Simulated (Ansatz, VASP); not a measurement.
HfO2: VASP beside Ansatz

INCAR

```
  PREC = Accurate
  ENCUT = 520
  EDIFF = 1E-6
  ISMEAR = 0
  SIGMA = 0.05
  LREAL = F
  LASPH = T
  NELM = 80
  ALGO = Normal
  ISIF = 2
  LWAVE = F
  LCHARG = F
  GGA = PE
  NBANDS = 18
```

Contents of KPOINTS:

```
regular mesh
0
Gamma
  8 8 8
```

Contents of POSCAR:

```
HfO2
1.0
    0.0000000000      2.6998688435      2.2948885170
    2.6998688435      0.0000000000      2.2948885170
    2.6998688435      2.6998688435      0.0000000000
Hf O
1 2
Direct
    0.0000000000      0.0000000000      0.0000000000
    0.2500000000      0.2500000000      0.2500000000
    0.7500000000      0.7500000000      0.7500000000
```

Input for Ansatz:

```yaml
crystal:
  lattice:
    - [0.0, 2.6998688435, 2.294888517]
    - [2.6998688435, 0.0, 2.294888517]
    - [2.6998688435, 2.6998688435, 0.0]
  atoms:
    - { symbol: Hf, position: [0.0, 0.0, 0.0] }
    - { symbol: O, position: [0.25, 0.25, 0.25] }
    - { symbol: O, position: [0.75, 0.75, 0.75] }
basis:
  ecutwfc: 420
kpoints:
  mp_grid: { grid: [8, 8, 8] }
hamiltonian:
  xc: pbe
scf:
  occupations: { method: gaussian, width: 0.05 }
output:
  forces: true
  stress: true
  eigenvalues: true
```

Alike in both runs: task single point; functional PBE; k mesh 8 × 8 × 8; occupations gaussian, width 0.05 eV; no spin polarisation.

```csv
,VASP,Ansatz
version,VASP 6.6.1,Ansatz 0.2.0
potentials or method,"VASP PAW PBE potentials, release 64 (Hf_pv, O), cutoff 520 eV","scalar-relativistic, plane waves, PAW"
valence electrons in the cell,22,38
```

Ansatz gave:

| Property | Result |
| --- | --- |
| gap on the k mesh at the Fermi level (eV) | 1.48 |
| least direct gap on the mesh (eV) | 1.84 |
| pressure (GPa) | -1.0 |
| traceless stress, the component that is largest in VASP (GPa) | 49.01 |

Estimate VASP's values.

gap on the k mesh at the Fermi level (eV): 1.45; least direct gap on the mesh (eV): 1.81; pressure (GPa): -4.3; traceless stress, the component that is largest in VASP (GPa): 49.70.

The functional is the same, so the differences come from potentials, cutoffs and numerics. VASP's potentials hold 22 valence electrons a cell and Ansatz's 38, so a difference there can come from the potentials and not from the codes.

Neither program's run includes spin-orbit coupling.
